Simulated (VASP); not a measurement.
# TaN (P-6m2) in VASP: notebook

TaN is run at these levels: PBE+D3(BJ); tasks: single point, relaxation of cell and atoms.

All numbers are computed with VASP 6.6.1; they aren't measurements. Logs are shortened: lines on timing, memory, paths and dates and some standing lists are left out, and cuts for length are marked.

### Step 1. The cell of the first run

It takes space group P-6m2 (No. 187, hexagonal). Conventional cell: a = 2.929 Å, b = 2.929 Å, c = 2.881 Å, α = 90.00°, β = 90.00°, γ = 120.00°. Within 3.0 Å of Ta (site symmetry -6m2) lie 6 N at 2.22 Å and 8 Ta at 2.88 to 2.93 Å. Within 3.0 Å of N (site symmetry -6m2) lie 6 Ta at 2.22 Å and 8 N at 2.88 to 2.93 Å.

### Step 2. Single point, PBE+D3(BJ)

Input file INCAR:

```
SYSTEM = TaN
PREC = Accurate
ENCUT = 520
EDIFF = 1E-6
ISMEAR = 0
SIGMA = 0.1
LREAL = .False.
LASPH = .True.
NELM = 60
ALGO = Normal
ISIF = 2
LWAVE = .False.
LCHARG = .True.
GGA = PE
IVDW = 12
LELF = .True.
LVHAR = .True.
NBANDS = 15
```

Input file KPOINTS:

```
regular mesh
0
Gamma
  18 18 14
  0 0 0
```

Input file POSCAR:

```
TaN
1.0
    2.9285132345      0.0000000000      0.0000000000
   -1.4642566172      2.5361668564      0.0000000000
    0.0000000000      0.0000000000      2.8807930988
Ta N
1 1
Direct
    0.3333333333      0.6666666667      0.5000000000
    0.0000000000      0.0000000000      0.0000000000
```

Potentials or basis: VASP PAW PBE potentials, release 64 (Ta_pv, N).

Launch:

```
$ cat potpaw_PBE.64/Ta_pv/POTCAR potpaw_PBE.64/N/POTCAR > POTCAR
$ mpirun -np 1 vasp_std > vasp.out
```

OUTCAR:

```text
SYSTEM = TaN
   PREC = Accurate
   ENCUT = 520
   EDIFF = 1E-6
   ISMEAR = 0
   LREAL = .False.
   LASPH = .True.
   NELM = 60
   ISIF = 2
   GGA = PE
   IVDW = 12
 IVDW          = 12

 ion  position               nearest neighbor table
   1  0.333  0.667  0.500-   2 2.22   2 2.22   2 2.22   2 2.22   2 2.22   2 2.22
   2  0.000  0.000  0.000-   1 2.22   1 2.22   1 2.22   1 2.22   1 2.22   1 2.22

  LATTYP: Found a hexagonal cell.
 ALAT       =     2.9285132345
 C/A-ratio  =     0.9837049957

  Lattice vectors:

 A1 = (   2.9285132345,   0.0000000000,   0.0000000000)
 A2 = (  -1.4642566172,   2.5361668564,   0.0000000000)
 A3 = (   0.0000000000,   0.0000000000,   2.8807930988)

Analysis of symmetry for initial positions (statically):
=====================================================================
 Subroutine PRICEL returns:
 Original cell was already a primitive cell.

 Routine SETGRP: Setting up the symmetry group for a
 hexagonal supercell.

 Subroutine GETGRP returns: Found 12 space group operations
 (whereof 12 operations were pure point group operations)
 out of a pool of 24 trial point group operations.

The static configuration has the point symmetry D_3h.

Analysis of symmetry for dynamics (positions and initial velocities):
=====================================================================
 Subroutine PRICEL returns:
 Original cell was already a primitive cell.

 Routine SETGRP: Setting up the symmetry group for a
 hexagonal supercell.

 Subroutine GETGRP returns: Found 12 space group operations
 (whereof 12 operations were pure point group operations)
 out of a pool of 24 trial point group operations.

The dynamic configuration has the point symmetry D_3h.

 Subroutine INISYM returns: Found 12 space group operations
 (whereof 12 operations are pure point group operations),
 and found     1 'primitive' translations

----------------------------------------------------------------------------------------

                                     Primitive cell

  volume of cell :      21.3962

  direct lattice vectors                    reciprocal lattice vectors
     2.928513235  0.000000000  0.000000000     0.341470200  0.197147912  0.000000000
    -1.464256617  2.536166856  0.000000000     0.000000000  0.394295824  0.000000000
     0.000000000  0.000000000  2.880793099     0.000000000  0.000000000  0.347126630

  length of vectors
     2.928513235  2.928513234  2.880793099     0.394295824  0.394295824  0.347126630

  position of ions in fractional coordinates (direct lattice)
     0.333333333  0.666666667  0.500000000
     0.000000000  0.000000000  0.000000000

  ion indices of the primitive-cell ions
   primitive index   ion index
                 1           1
                 2           2

----------------------------------------------------------------------------------------

 KPOINTS: regular mesh

Automatic generation of k-mesh.
 Grid dimensions read from file:
 generate k-points for:   18   18   14

 Generating k-lattice:

  Cartesian coordinates                     Fractional coordinates (reciprocal lattice)
     0.018970567  0.010952662  0.000000000     0.055555556 -0.000000000  0.000000000
     0.000000000  0.021905324  0.000000000     0.000000000  0.055555556  0.000000000
     0.000000000  0.000000000  0.024794759     0.000000000  0.000000000  0.071428571

  Length of vectors
     0.021905324  0.021905324  0.024794759

  Shift w.r.t. Gamma in fractional coordinates (k-lattice)
     0.000000000  0.000000000  0.000000000

 Subroutine IBZKPT returns following result:
 ===========================================

 Found    296 irreducible k-points:

 Following reciprocal coordinates:
            Coordinates               Weight
  0.000000  0.000000  0.000000      1.000000
  0.055556  0.000000  0.000000      6.000000
  0.111111  0.000000  0.000000      6.000000
  0.166667  0.000000  0.000000      6.000000
  0.222222 -0.000000  0.000000      6.000000
  0.277778  0.000000  0.000000      6.000000
[... 16 lines left out ...]
  0.333333  0.111111  0.000000     12.000000
  0.388889  0.111111  0.000000     12.000000
 [... further k-points ...]
   k-points           NKPTS =    296   k-points in BZ     NKDIM =    296   number of bands    NBANDS=     15
   number of dos      NEDOS =    301   number of ions     NIONS =      2
   total plane-waves  NPLWV =  13824
   dimension x,y,z NGX =    24 NGY =   24 NGZ =   24
   dimension x,y,z NGXF=    48 NGYF=   48 NGZF=   48
   ions per type =               1   1
   NGX,Y,Z   is equivalent  to a cutoff of  13.62, 13.62, 13.85 a.u.
   NGXF,Y,Z  is equivalent  to a cutoff of  27.25, 27.25, 27.70 a.u.
 SYSTEM =  TaN
   PREC   = accura    normal or accurate (medium, high low for compatibility)
   ISTART =      0    job   : 0-new  1-cont  2-samecut
   ICHARG =      2    charge: 1-file 2-atom 10-const
   ISPIN  =      1    spin polarized calculation?
   LNONCOLLINEAR =      F non collinear calculations
   LSORBIT =      F    spin-orbit coupling
   LASPH  =      T    aspherical Exc in radial PAW
   ENCUT  =  520.0 eV  38.22 Ry    6.18 a.u.   5.45  5.45  5.36*2*pi/ulx,y,z
   NELM   =     60;   NELMIN=  2; NELMDL= -5     # of ELM steps
   EDIFF  = 0.1E-05   stopping-criterion for ELM
   LREAL  =      F    real-space projection
   EDIFFG = 0.1E-04   stopping-criterion for IOM
   NSW    =      0    number of steps for IOM
   IBRION =     -1    ionic relax: 0-MD 1-quasi-New 2-CG
   NFREE  =      0    steps in history (QN), initial steepest desc. (CG)
   ISIF   =      2    stress and relaxation
   ISYM   =      2    0-nonsym 1-usesym 2-fastsym
   POTIM  = 0.5000    time-step for ionic-motion
   TEBEG  =    0.0;   TEEND  =   0.0 temperature during run
   PSTRESS=    0.0 pullay stress
   NELECT =      16.0000    total number of electrons
   NUPDOWN=      -1.0000    fix difference up-down
   EMIN   =  10.00;   EMAX   =-10.00  energy-range for DOS
   EFERMI =   0.00;   METHOD = LEGACY
   ISMEAR =     0;   SIGMA  =   0.10  broadening in eV -4-tet -1-fermi 0-gaus
   EFERMI_NEDOS =   21; number of points for ismear=-14 and -15
   IALGO  =     38    algorithm
   IMIX   =      4    mixing-type and parameters
     AMIX     =   0.40;   BMIX     =  1.00
     AMIX_MAG =   1.60;   BMIX_MAG =  1.00
  volume/ion in A,a.u.               =      10.70        72.19
  Fermi-wavevector in a.u.,A,eV,Ry     =   1.485944  2.808027 30.042069  2.208030
  Thomas-Fermi vector in A             =   2.599292
   LORBIT       =      0    0 simple, 1 ext, 2 COOP (PROOUT), +10 PAW based schemes
   GGA     = PE    functional components
   LHFCALC =     F    Hartree Fock is set to
   AEXX    =    0.0000 exact exchange contribution
   IVDW    =    12    specifies the selected vdW correction
   LEPSILON=     F    determine dielectric tensor
   LRPA    =     F    only Hartree local field effects (RPA)
 non-spin polarized calculation
 Gauss-broadening in eV      SIGMA  =   0.10
  energy-cutoff  :      520.00
  volume of cell :       21.40
 maximum number of plane-waves:       599
 NGX is ok and might be reduce to    24
   NGX = 11   NGY = 11   NGZ = 11

 number of electron      16.0000000 magnetization

 Free energy of the ion-electron system (eV)
  ---------------------------------------------------
  ext. energy  EPLUGINS =         0.00000000
  ---------------------------------------------------
  free energy    TOTEN  =       -22.43388321 eV

  energy without entropy =      -22.43363530  energy(sigma->0) =      -22.43375925

 E-fermi :   8.3203     XC(G=0): -13.3861

 val. band max:        8.2814219835   @ k =   0.0000   0.0000   0.4286
 cond. band min:       8.3498469537   @ k =   0.0556   0.0000   0.5000
 fundamental gap:      0.0684249702
 Fermi energy:         8.3203254951

 k-point     1 :       0.0000    0.0000    0.0000
  band No.  band energies     occupation
      1     -26.5036      2.00000
      2     -26.2274      2.00000
      3     -26.2274      2.00000
      4      -9.5039      2.00000
      5       3.7529      2.00000
      6       3.7529      2.00000
      7       4.0818      2.00000
      8       5.3781      2.00000
      9      10.6161      0.00000
     10      11.9340      0.00000
     11      11.9340      0.00000
     12      12.3710      0.00000
     13      12.3710      0.00000
     14      21.4748      0.00000
     15      21.7740      0.00000

 k-point     2 :       0.0556    0.0000    0.0000
  band No.  band energies     occupation
      1     -26.4992      2.00000
      2     -26.2624      2.00000
      3     -26.2349      2.00000
      4      -9.4385      2.00000
      5       3.5434      2.00000
      6       3.8026      2.00000
      7       4.1831      2.00000
      8       5.2827      2.00000
      9      10.8600      0.00000
     10      11.7926      0.00000
     11      11.9438      0.00000
     12      12.3370      0.00000
     13      12.4601      0.00000
     14      21.4708      0.00000
     15      21.7699      0.00000

 k-point     3 :       0.1111    0.0000    0.0000
  band No.  band energies     occupation
      1     -26.4864      2.00000
      2     -26.3619      2.00000
      3     -26.2561      2.00000
      4      -9.2493      2.00000
      5       3.0465      2.00000
      6       3.9440      2.00000
      7       4.4238      2.00000
      8       5.0232      2.00000
      9      11.3230      0.00000
     10      11.5993      0.00000
     11      11.9824      0.00000
     12      12.2405      0.00000
     13      12.6920      0.00000
     14      21.4546      0.00000
     15      21.7593      0.00000
[... 343 lines left out ...]
 k-point    23 :       0.3333    0.1111    0.0000
  band No.  band energies     occupation
      1     -27.1515      2.00000
      2     -26.5140      2.00000
      3     -26.3676      2.00000
      4      -7.3820      2.00000
      5       0.4076      2.00000
      6       3.2826      2.00000
      7       4.1826      2.00000
      8       5.9777      2.00000
      9      10.7333      0.00000
     10      10.7939      0.00000
     11      13.2306      0.00000
     12      14.3487      0.00000
     13      16.1068      0.00000
     14      21.4893      0.00000
     15      21.7716      0.00000

 k-point    24 :       0.3889    0.1111    0.0000
  band No.  band energies     occupation
      1     -27.2257      2.00000
      2     -26.5406      2.00000
      3     -26.3553      2.00000
      4      -7.1704      2.00000
      5       0.2156      2.00000
      6       3.1441      2.00000
      7       4.0549      2.00000
      8       6.0297      2.00000
      9      10.6548      0.00000
     10      11.4291      0.00000
     11      12.9484      0.00000
     12      14.4273      0.00000
     13      16.9983      0.00000
     14      20.5644      0.00000
     15      21.7296      0.00000

 [... further k-points ...]

------------------------ aborting loop because EDIFF is reached ----------------------------------------

 Edisp (eV)   -0.93754

 E8    (eV) :    -0.4332

  FORCE on cell =-STRESS in cart. coord.  units (eV):
  Direction    XX          YY          ZZ          XY          YZ          ZX
  --------------------------------------------------------------------------------------
  -------------------------------------------------------------------------------------
  Total       0.09164     0.09164     0.11513     0.00000    -0.00000     0.00000
  in kB       6.86176     6.86176     8.62075     0.00000    -0.00000     0.00000
  external pressure =        7.45 kB  Pullay stress =        0.00 kB

 VOLUME and BASIS-vectors are now :
 -----------------------------------------------------------------------------
  energy-cutoff  :      520.00
  volume of cell :       21.40
      direct lattice vectors                 reciprocal lattice vectors
     2.928513235  0.000000000  0.000000000     0.341470200  0.197147912  0.000000000
    -1.464256617  2.536166856  0.000000000     0.000000000  0.394295824  0.000000000
     0.000000000  0.000000000  2.880793099     0.000000000  0.000000000  0.347126630

 POSITION                                       TOTAL-FORCE (eV/Angst)
 -----------------------------------------------------------------------------------
     -0.00000      1.69078      1.44040         0.000000     -0.000000      0.000000
      0.00000      0.00000      0.00000        -0.000000      0.000000      0.000000
 -----------------------------------------------------------------------------------
    total drift:                                0.000000     -0.000000     -0.000000

  FREE ENERGIE OF THE ION-ELECTRON SYSTEM (eV)
  ---------------------------------------------------
  free  energy   TOTEN  =       -23.3714268676 eV

  energy  without entropy=      -23.3711789537  energy(sigma->0) =      -23.37130291
```

Run time: 50 s. Hardware: 1 thread of AMD EPYC 9R45 (Zen 5), shared host; peak memory 0.19 GiB.

Results:

```yaml
Free_energy: -23.3714 eV
Pressure: 0.7 GPa
Band_gap_on_the_k_mesh: zero (bands 8 and 9 overlap by 0.30 eV)
Dispersion_energy_per_atom: -0.469 eV
```

Stress tensor (GPa, compression positive):
```
0.69 0.00 0.00
0.00 0.69 0.00
0.00 0.00 0.86
```

Caveat: spin-orbit coupling is left out, which moves the levels of the heavy elements.

### Step 3. Relaxation of cell and atoms, PBE+D3(BJ)

This run uses another cell than the first one, of 10.78 Å³/atom.

Input file INCAR:

```
SYSTEM = TaN
PREC     = Accurate       ! precision mode
ENCUT    = 600            ! plane-wave cutoff, eV
EDIFF    = 1E-6           ! SCF threshold, eV
ISMEAR   = 0              ! smearing method
SIGMA    = 0.1            ! smearing width, eV
LREAL    = .FALSE.        ! projectors in reciprocal space
LASPH    = .TRUE.         ! aspherical terms in the spheres
NELM     = 60             ! most SCF steps
ALGO     = Normal         ! electronic algorithm
ISIF     = 3              ! what is computed and relaxed
LWAVE    = .FALSE.        ! write WAVECAR
LCHARG   = .FALSE.        ! write CHGCAR
GGA      = PE             ! functional
IVDW     = 12             ! dispersion correction
IBRION   = 2              ! ionic algorithm
NSW      = 100            ! ionic steps
EDIFFG   = -0.005         ! ionic threshold
```

Input file KPOINTS:

```
regular mesh
0
G
  18 18 14
  0 0 0
```

Input file POSCAR:

```
TaN
1.0
    2.9379988584      0.0000000000      0.0000000000
   -1.4689994292      2.5443816477      0.0000000000
    0.0000000000      0.0000000000      2.8830000000
Ta N
1 1
Direct
    0.3333333333      0.6666666667      0.5000000000
    0.0000000000      0.0000000000      0.0000000000
```

Potentials or basis: VASP PAW PBE potentials, release 64 (Ta_pv, N).

Launch:

```
$ cat potpaw_PBE.64/Ta_pv/POTCAR potpaw_PBE.64/N/POTCAR > POTCAR
$ mpirun -np 1 vasp_std > vasp.out
```

Run time: 1.9 min. Hardware: 1 thread of AMD EPYC 9R45 (Zen 5), shared host; peak memory 0.21 GiB.

It converged, with:

| Quantity | Value |
| --- | --- |
| Free energy | -23.3739 eV |
| Relaxed volume | 10.72 Å³/atom |
| Relaxed cell | a = 2.930 Å, b = 2.930 Å, c = 2.883 Å, α = 90.00°, β = 90.00°, γ = 120.00° |
| Space group after relaxing (to 0.1 Å) | P-6m2 (No. 187) |
| Energy gained by relaxing | 0.4 meV/atom |
| Ionic steps | 6 |
| Pressure after relaxing | 0.0 GPa |
| Band gap on the k mesh | zero (bands 8 and 9 overlap by 0.29 eV) |
| Dispersion energy per atom | -0.468 eV |

Step by step:
```
step  energy change (eV)  largest force (eV/Å)  pressure (GPa)  volume (Å³)
   1              0.0000                0.0000           -1.85        21.55
   2              0.0030                0.0000            4.55        21.17
   3             -0.0008                0.0000            0.13        21.43
   4             -0.0008                0.0000           -0.13        21.44
   5             -0.0008                0.0000            0.03        21.43
   6             -0.0008                0.0000           -0.01        21.43
```

Final structure:
```xyz
2
Lattice="2.9301 0.0000 0.0000 -1.4651 2.5375 0.0000 0.0000 0.0000 2.8828" Properties=species:S:1:pos:R:3 pbc="T T T"
Ta    0.0000    1.6917    1.4414
N     2.9301    0.0000    0.0000
```

Levels at points of the mesh, in eV from the Fermi level:
```tsv
k point	band 4	band 5	band 6	band 7	band 8	band 9	band 10	band 11	band 12
(0.00, 0.00, 0.00)	-17.81	-4.56	-4.56	-4.23	-2.94	2.28	3.60	3.60	4.04
(0.50, 0.00, 0.00)	-15.50	-8.30	-5.23	-3.49	-3.17	3.04	4.08	5.25	5.37
(0.00, 0.00, 0.50)	-15.14	-9.38	-3.74	-3.74	-0.08	-0.08	2.39	3.38	3.38
(0.50, 0.00, 0.50)	-15.82	-7.34	-6.20	-5.69	-0.35	4.21	5.42	6.08	7.15
```

Caveat: spin-orbit coupling is left out, which moves the levels of the heavy elements.

### Step 4. Single point, PBE+D3(BJ)

Input file INCAR:

```
SYSTEM = TaN
PREC = Accurate
ENCUT = 520
EDIFF = 1E-6
ISMEAR = 0
SIGMA = 0.1
LREAL = .False.
LASPH = .True.
NELM = 60
ALGO = Normal
ISIF = 2
LWAVE = .False.
LCHARG = .True.
GGA = PE
IVDW = 12
LELF = .True.
LVHAR = .True.
NBANDS = 15
```

Input file KPOINTS:

```
regular mesh
0
Gamma
  18 18 14
  0 0 0
```

Input file POSCAR:

```
TaN
1.0
    2.9285132344      0.0000000000      0.0000000000
   -1.4642566172      2.5361668563      0.0000000000
    0.0000000000      0.0000000000      2.8807930988
Ta N
1 1
Direct
    0.3333333333      0.6666666667      0.5000000000
    0.0000000000      0.0000000000      0.0000000000
```

Launch:

```
$ cat potpaw_PBE.64/Ta_pv/POTCAR potpaw_PBE.64/N/POTCAR > POTCAR
$ mpirun -np 1 vasp_std > vasp.out
```

Run time: 33 s. Hardware: 1 thread of Intel Xeon 6975P-C (Granite Rapids), shared host; peak memory 0.23 GiB.

Results (log left out):

```yaml
Free_energy: -23.3714 eV
Pressure: 0.7 GPa
Band_gap_on_the_k_mesh: zero (bands 8 and 9 overlap by 0.30 eV)
Dispersion_energy_per_atom: -0.469 eV
```

Stress tensor (GPa, compression positive):
```
0.69 0.00 0.00
0.00 0.69 0.00
0.00 0.00 0.86
```

Levels at points of the mesh, in eV from the Fermi level:
```csv
k point,band 4,band 5,band 6,band 7,band 8,band 9,band 10,band 11,band 12,band 13
"(0.00, 0.00, 0.00)",-17.82,-4.57,-4.57,-4.24,-2.94,2.30,3.61,3.61,4.05,4.05
"(0.50, 0.00, 0.00)",-15.50,-8.31,-5.24,-3.50,-3.18,3.04,4.09,5.26,5.38,7.50
"(0.00, 0.00, 0.50)",-15.15,-9.39,-3.75,-3.75,-0.08,-0.08,2.40,3.38,3.38,8.29
"(0.50, 0.00, 0.50)",-15.83,-7.35,-6.21,-5.70,-0.35,4.22,5.43,6.10,7.16,10.30
```

Caveat: spin-orbit coupling is left out, which moves the levels of the heavy elements.
